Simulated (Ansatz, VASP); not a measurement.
# One calculation of IrS, two programs

```
Ir S
1.0
     0.00000    2.46052    2.46052
     2.46052    0.00000    2.46052
     2.46052    2.46052    0.00000
Ir S
1 1
Direct
  0.50000 0.50000 0.50000
  0.00000 0.00000 0.00000
```

Alike in both runs: task single point; functional r2SCAN; k mesh 12 × 12 × 12; occupations gaussian, width 0.05 eV; no spin polarisation.

```csv
,VASP,Ansatz
version,VASP 6.6.1,Ansatz 0.2.0
potentials or method,"VASP PAW PBE potentials, release 64 (Ir_sv_GW, S), cutoff 620 eV","scalar-relativistic, plane waves, PAW"
valence electrons in the cell,23,23
```

VASP gave:

| Quantity | Value |
| --- | --- |
| gap on the k mesh at the Fermi level (eV) | none |
| pressure (GPa) | -0.7 |

Question: Estimate Ansatz's values.

Answer: gap on the k mesh at the Fermi level (eV): none; pressure (GPa): 0.0.

VASP's potentials were made for PBE, not for r2SCAN. A gap of «none» marks a metal or a gap that the smearing closes.

Spin-orbit coupling is off throughout.
